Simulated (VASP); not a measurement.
# RbMg6Zr in VASP: notebook, part 2 of 2

VASP 6.6.1.

**3. Single point, PBE (atoms moved at random)**

INCAR reads:

```
SYSTEM = RbMg6Zr
PREC = Accurate
ENCUT = 520
EDIFF = 1E-6
ISMEAR = -1
SIGMA = 0.05
LREAL = .FALSE.
LASPH = .TRUE.
NELM = 100
ALGO = Fast
ISIF = 2
LWAVE = .FALSE.
LCHARG = .FALSE.
GGA = PE
NBANDS = 26
```

KPOINTS reads:

```
Automatic mesh
0
G
  5 5 5
  0 0 0
```

POSCAR reads:

```
RbMg6Zr
1.0
    5.2500800000      0.0000000000      0.0000000000
    0.0000000000      3.4219080000      5.8281010000
    0.0000000000     -3.4219080000      5.8281010000
Zr Rb Mg
1 1 6
Direct
    0.0046070000      0.9167020000      0.9131730000
    0.5033170000      0.5862600000      0.5850120000
    0.4914530000      0.0808930000      0.0771150000
    0.4993260000      0.0846770000      0.5988060000
    0.5100160000      0.6027540000      0.0731250000
   -0.0108450000      0.4032040000      0.3929300000
    0.0011830000      0.3924930000      0.9450520000
    0.0160670000      0.9390260000      0.4014860000
```

Potentials or basis: VASP PAW PBE potentials, release 64 (Zr_sv, Rb_sv, Mg).

Launch:

```
$ cat potpaw_PBE.64/Zr_sv/POTCAR potpaw_PBE.64/Rb_sv/POTCAR potpaw_PBE.64/Mg/POTCAR > POTCAR
$ mpirun -np 1 vasp_std > vasp.out
```

OUTCAR:

```text
SYSTEM = RbMg6Zr
   PREC = Accurate
   ENCUT = 520
   EDIFF = 1E-6
   ISMEAR = -1
   LREAL = .FALSE.
   LASPH = .TRUE.
   NELM = 100
   ISIF = 2
   GGA = PE

 ion  position               nearest neighbor table
   1  0.005  0.917  0.913-   5 3.19   3 3.19   4 3.19   5 3.24   4 3.24   3 3.30   7 3.33   8 3.38
                             8 3.39   6 3.41   7 3.44   6 3.45   2 4.65   2 4.65   2 4.74   2 4.75
   2  0.503  0.586  0.585-   8 3.30   4 3.35   5 3.35   6 3.36   7 3.37   7 3.39   8 3.40   5 3.41
                             3 3.41   4 3.41   3 3.43   6 3.47   1 4.65   1 4.65   1 4.74   1 4.75
   3  0.491  0.081  0.077-   8 3.15   7 3.17   1 3.19   4 3.22   5 3.25   7 3.25   1 3.30   8 3.36
                             2 3.41   2 3.43   5 3.52   4 3.54
   4  0.499  0.085  0.599-   1 3.19   6 3.20   3 3.22   8 3.23   1 3.24   5 3.27   6 3.29   2 3.35
                             8 3.37   2 3.41   3 3.54   5 3.57
   5  0.510  0.603  0.073-   6 3.16   1 3.19   1 3.24   3 3.25   7 3.26   4 3.27   7 3.33   6 3.34
                             2 3.35   2 3.41   3 3.52   4 3.57
   6  0.989  0.403  0.393-   7 3.06   8 3.11   5 3.16   4 3.20   4 3.29   5 3.34   2 3.36   1 3.41
                             1 3.45   2 3.47   8 3.65
   7  0.001  0.392  0.945-   6 3.06   8 3.11   3 3.17   3 3.25   5 3.26   1 3.33   5 3.33   2 3.37
                             2 3.39   1 3.44
   8  0.016  0.939  0.401-   6 3.11   7 3.11   3 3.15   4 3.23   2 3.30   3 3.36   4 3.37   1 3.38
                             1 3.39   2 3.40   6 3.65

  LATTYP: Found a base centered orthorhombic cell.
 ALAT       =     6.8438160000
 B/A-ratio  =     1.7031729082
 C/A-ratio  =     0.7671275791

  Lattice vectors:

 A1 = (   0.0000000000,   3.4219080000,  -5.8281010000)
 A2 = (   0.0000000000,   3.4219080000,   5.8281010000)
 A3 = (   5.2500800000,   0.0000000000,   0.0000000000)

Analysis of symmetry for initial positions (statically):
=====================================================================
 Subroutine PRICEL returns:
 Original cell was already a primitive cell.

 Routine SETGRP: Setting up the symmetry group for a
 base centered orthorhombic supercell.

 Subroutine GETGRP returns: Found  1 space group operations
 (whereof  1 operations were pure point group operations)
 out of a pool of  8 trial point group operations.

The static configuration has the point symmetry C_1 .

Analysis of symmetry for dynamics (positions and initial velocities):
=====================================================================
 Subroutine PRICEL returns:
 Original cell was already a primitive cell.

 Routine SETGRP: Setting up the symmetry group for a
 base centered orthorhombic supercell.

 Subroutine GETGRP returns: Found  1 space group operations
 (whereof  1 operations were pure point group operations)
 out of a pool of  8 trial point group operations.

The dynamic configuration has the point symmetry C_1 .

 Subroutine INISYM returns: Found  1 space group operations
 (whereof  1 operations are pure point group operations),
 and found     1 'primitive' translations

----------------------------------------------------------------------------------------

                                     Primitive cell

  volume of cell :     209.4071

  direct lattice vectors                    reciprocal lattice vectors
     5.250080000  0.000000000  0.000000000     0.190473288  0.000000000  0.000000000
     0.000000000  3.421908000  5.828101000     0.000000000  0.146117312  0.085791238
     0.000000000 -3.421908000  5.828101000     0.000000000 -0.146117312  0.085791238

  length of vectors
[... 47 lines left out ...]
 Found     63 irreducible k-points:

 Following reciprocal coordinates:
            Coordinates               Weight
  0.000000  0.000000  0.000000      1.000000
  0.200000  0.000000  0.000000      2.000000
  0.400000  0.000000  0.000000      2.000000
  0.000000  0.200000  0.000000      2.000000
  0.000000 -0.000000 -0.200000      2.000000
  0.200000  0.200000  0.000000      2.000000
[... 16 lines left out ...]
 -0.400000  0.000000  0.400000      2.000000
  0.000000  0.200000  0.200000      2.000000
 [... further k-points ...]
   k-points           NKPTS =     63   k-points in BZ     NKDIM =     63   number of bands    NBANDS=     26
   number of dos      NEDOS =    301   number of ions     NIONS =      8
   total plane-waves  NPLWV = 100000
   dimension x,y,z NGX =    40 NGY =   50 NGZ =   50
   dimension x,y,z NGXF=    80 NGYF=  100 NGZF=  100
   ions per type =               1   1   6
   NGX,Y,Z   is equivalent  to a cutoff of  12.67, 12.30, 12.30 a.u.
   NGXF,Y,Z  is equivalent  to a cutoff of  25.33, 24.60, 24.60 a.u.
 SYSTEM =  RbMg6Zr
   PREC   = accura    normal or accurate (medium, high low for compatibility)
   ISTART =      0    job   : 0-new  1-cont  2-samecut
   ICHARG =      2    charge: 1-file 2-atom 10-const
   ISPIN  =      1    spin polarized calculation?
   LNONCOLLINEAR =      F non collinear calculations
   LSORBIT =      F    spin-orbit coupling
   LASPH  =      T    aspherical Exc in radial PAW
   ENCUT  =  520.0 eV  38.22 Ry    6.18 a.u.   9.76 12.57 12.57*2*pi/ulx,y,z
   NELM   =    100;   NELMIN=  2; NELMDL= -5     # of ELM steps
   EDIFF  = 0.1E-05   stopping-criterion for ELM
   LREAL  =      F    real-space projection
[... 7 lines left out ...]
   TEBEG  =    0.0;   TEEND  =   0.0 temperature during run
   PSTRESS=    0.0 pullay stress
   NELECT =      33.0000    total number of electrons
   NUPDOWN=      -1.0000    fix difference up-down
   EMIN   =  10.00;   EMAX   =-10.00  energy-range for DOS
   EFERMI =   0.00;   METHOD = LEGACY
   ISMEAR =    -1;   SIGMA  =   0.05  broadening in eV -4-tet -1-fermi 0-gaus
   EFERMI_NEDOS =   21; number of points for ismear=-14 and -15
   IALGO  =     68    algorithm
   IMIX   =      4    mixing-type and parameters
     AMIX     =   0.40;   BMIX     =  1.00
     AMIX_MAG =   1.60;   BMIX_MAG =  1.00
  volume/ion in A,a.u.               =      26.18       176.64
  Fermi-wavevector in a.u.,A,eV,Ry     =   0.884265  1.671018 10.638727  0.781924
  Thomas-Fermi vector in A             =   2.005142
   LORBIT       =      0    0 simple, 1 ext, 2 COOP (PROOUT), +10 PAW based schemes
   GGA     = PE    functional components
   LHFCALC =     F    Hartree Fock is set to
   AEXX    =    0.0000 exact exchange contribution
   IVDW    =     0    specifies the selected vdW correction
   LEPSILON=     F    determine dielectric tensor
   LRPA    =     F    only Hartree local field effects (RPA)
 non-spin polarized calculation
 RMM-DIIS sequential band-by-band and
  energy-cutoff  :      520.00
  volume of cell :      209.41
 maximum number of plane-waves:      5674
   NGX = 19   NGY = 25   NGZ = 25

 number of electron      33.0000000 magnetization

 Free energy of the ion-electron system (eV)
  ---------------------------------------------------
  ext. energy  EPLUGINS =         0.00000000
  ---------------------------------------------------
  free energy    TOTEN  =       -16.51050306 eV

  energy without entropy =      -16.45304225  energy(sigma->0) =      -16.48177265

 E-fermi :   2.8281     XC(G=0):  -8.5838

 val. band max:        2.8237122310   @ k =  -0.2000   0.2000   0.4000
 cond. band min:       2.8294046043   @ k =   0.2000   0.0000   0.0000
 fundamental gap:      0.0056923733
 Fermi energy:         2.8281218167

 k-point     1 :       0.0000    0.0000    0.0000
  band No.  band energies     occupation
      1     -46.3956      2.00000
      2     -24.7393      2.00000
      3     -24.4586      2.00000
      4     -24.3479      2.00000
      5     -24.3457      2.00000
      6      -9.0615      2.00000
[... 685 lines left out ...]
     25       6.0708      0.00000
     26       6.2568      0.00000

 [... further k-points ...]
[... 5 lines left out ...]
  --------------------------------------------------------------------------------------
  -------------------------------------------------------------------------------------
  Total       -0.1918543     -0.1768211     -0.1381348     -0.1008883      0.0240351     -0.1890648
  in kB       -1.4678806     -1.3528616     -1.0568716     -0.7718983      0.1838927     -1.4465385
  external PRESSURE =      -1.2925379 kB  Pullay stress =       0.0000000 kB

 VOLUME and BASIS-vectors are now :
 -----------------------------------------------------------------------------
  energy-cutoff  :      520.00
  volume of cell :      209.41
      direct lattice vectors                 reciprocal lattice vectors
     5.250080000  0.000000000  0.000000000     0.190473288  0.000000000  0.000000000
     0.000000000  3.421908000  5.828101000     0.000000000  0.146117312  0.085791238
     0.000000000 -3.421908000  5.828101000     0.000000000 -0.146117312  0.085791238

 POSITION                                       TOTAL-FORCE (eV/Angst)
 -----------------------------------------------------------------------------------
      0.02419      0.01208     10.66470        -0.080590     -0.013284      0.036846
      2.64245      0.00427      6.82629        -0.004394      0.043691     -0.016716
      2.58017      0.01293      0.92089         0.206455     -0.030073     -0.139288
      2.62150     -1.75930      3.98341         0.038426     -0.101469     -0.063389
      2.67762      1.81234      3.93909        -0.146737      0.043969      0.063168
      5.19314      0.03516      4.63995         0.229465     -0.044473      0.144883
      0.00621     -1.89081      7.79535         0.005426      0.127932     -0.030340
      0.08435      1.83941      7.81264        -0.248050     -0.026294      0.004836
 -----------------------------------------------------------------------------------
    total drift:                                0.000033     -0.000021     -0.000253

  FREE ENERGIE OF THE ION-ELECTRON SYSTEM (eV)
  ---------------------------------------------------
  free  energy   TOTEN  =       -16.5105030584 eV

  energy  without entropy=      -16.4530422459  energy(sigma->0) =      -16.48177265
```

Wall time 29 min (1 thread of Oxide Virtual Turin-like, shared host); peak memory 0.52 GiB.

Results:

```
Free energy            : -16.5105 eV
Pressure               : -0.1 GPa
Largest force          : 0.275 eV/Å
Band gap on the k mesh : zero (an odd number of electrons rules out a gap without spin polarisation)
```

Forces in eV/Å, atoms in the order of the input:
```
Zr  -0.081 -0.013  0.037
Rb  -0.004  0.044 -0.017
Mg   0.206 -0.030 -0.139
Mg   0.038 -0.101 -0.063
Mg  -0.147  0.044  0.063
Mg   0.229 -0.044  0.145
Mg   0.005  0.128 -0.030
Mg  -0.248 -0.026  0.005
```

Stress tensor (GPa, compression positive):
```
-0.15 -0.08 -0.14
-0.08 -0.14  0.02
-0.14  0.02 -0.11
```

Levels at points of the mesh, in eV from the Fermi level:
| k point | band 13 | band 14 | band 15 | band 16 | band 17 | band 18 | band 19 | band 20 | band 21 | band 22 |
| --- | --- | --- | --- | --- | --- | --- | --- | --- | --- | --- |
| (0.00, 0.00, 0.00) | -1.35 | -1.09 | -0.93 | -0.50 | 0.13 | 0.17 | 0.50 | 1.62 | 1.69 | 1.79 |

Caveat: the cell differs from its parent crystal (atoms moved at random).
